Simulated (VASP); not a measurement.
CdTe, 2 atoms in the cell. Symmetry: F-43m, No. 216, cubic system. The conventional cell has a = 6.410 Å, b = 6.410 Å, c = 6.410 Å, α = 90.00°, β = 90.00°, γ = 90.00°. Within 3.7 Å of Te (site symmetry -43m) lie 4 Cd at 2.78 Å. Cd (site symmetry -43m) has 4 Te at 2.78 Å within 3.7 Å. 

| Property | Result |
| --- | --- |
| Program | VASP 6.6.1 |
| Task | single point |
| Functional | LDA |
| Potentials or basis | VASP PAW LDA potentials, release 64 (Te, Cd) |
| Cutoff | 520 eV |
| k mesh | 5 × 5 × 5 |
| Occupations | fermi-dirac, width 0.05 eV |
| Spin | non-collinear spin, zero start, spin-orbit coupling |
| Starting moments | [[0.0, 0.0, 0.0], [0.0, 0.0, 0.0]] μB |
| Dipole correction | no |
| Further INCAR settings | ALGO = Normal; EDIFF = 1e-07; NBANDS = 30 |

Potentials or basis: VASP PAW LDA potentials, release 64 (Te, Cd).

The run is started by

```bash
$ cat potpaw_LDA.64/Te/POTCAR potpaw_LDA.64/Cd/POTCAR > POTCAR
$ mpirun -np 1 vasp_ncl > vasp.out
```

Hardware: 1 thread of Intel Xeon 6975P-C, on a shared host.

**Question.** How long does it take, and how much memory?

**Answer.** It took 91 s on 1 thread of Intel Xeon 6975P-C, on a shared host, peak memory 0.31 GiB. Counts: scf iterations 15, k points 14.
